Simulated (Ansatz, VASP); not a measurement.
Two plane-wave programs on LiBe

File INCAR:

```
ALGO = Fast
EDIFF = 1E-7
ENCUT = 520
GGA = PE
ISIF = 2
ISMEAR = 0
LASPH = True
LCHARG = False
LREAL = False
LWAVE = False
NBANDS = 13
NELM = 80
PREC = Accurate
SIGMA = 0.1
```

KPOINTS

```
k-points
0
Gamma
  18 12 8
```

File POSCAR:

```
LiBe
1.0
    2.2414564825      0.0000000000     -0.0096890616
    0.0000000000      3.3638167939      0.0000000000
   -0.4154682167      0.0000000000      5.5479165560
Li Be
2 2
Direct
    0.8656152327      0.2500000000      0.1935536601
    0.1343847673      0.7500000000      0.8064463399
    0.7529294862      0.2500000000      0.5816706899
    0.2470705138      0.7500000000      0.4183293101
```

Input for Ansatz:

```yaml
crystal:
  lattice:
    - [2.2414564825, 0.0, -0.0096890616]
    - [0.0, 3.3638167939, 0.0]
    - [-0.4154682167, 0.0, 5.547916556]
  atoms:
    - { symbol: Li, position: [0.8656152327, 0.25, 0.1935536601] }
    - { symbol: Li, position: [0.1343847673, 0.75, 0.8064463399] }
    - { symbol: Be, position: [0.7529294862, 0.25, 0.5816706899] }
    - { symbol: Be, position: [0.2470705138, 0.75, 0.4183293101] }
basis:
  ecutwfc: 420
kpoints:
  mp_grid: { grid: [18, 12, 8] }
hamiltonian:
  xc: pbe
scf:
  occupations: { method: gaussian, width: 0.1 }
output:
  forces: true
  stress: true
  eigenvalues: true
  populations: true
```

Alike in both runs: task single point; functional PBE; k mesh 18 × 12 × 8; occupations gaussian, width 0.1 eV; no spin polarisation.

```csv
,VASP,Ansatz
version,VASP 6.6.1,Ansatz 0.2.0
potentials or method,"VASP PAW PBE potentials, release 64 (Li_sv, Be), cutoff 520 eV","scalar-relativistic, plane waves, PAW"
valence electrons in the cell,10,10
```

```tsv
	VASP	Ansatz	Ansatz less VASP
gap on the k mesh at the Fermi level (eV)	none	none	-
rms of the force components (eV/Å)	0.586	0.582	-0.0041
```

Atom by atom the forces differ by 0.006 eV/Å (rms over components). A gap of «none» marks a metal or a gap that the smearing closes. With one functional, cell and mesh, what is left measures potentials, basis and numerics.

Noted on VASP's run: the cutoff is short for stress, so the pressure is rough.
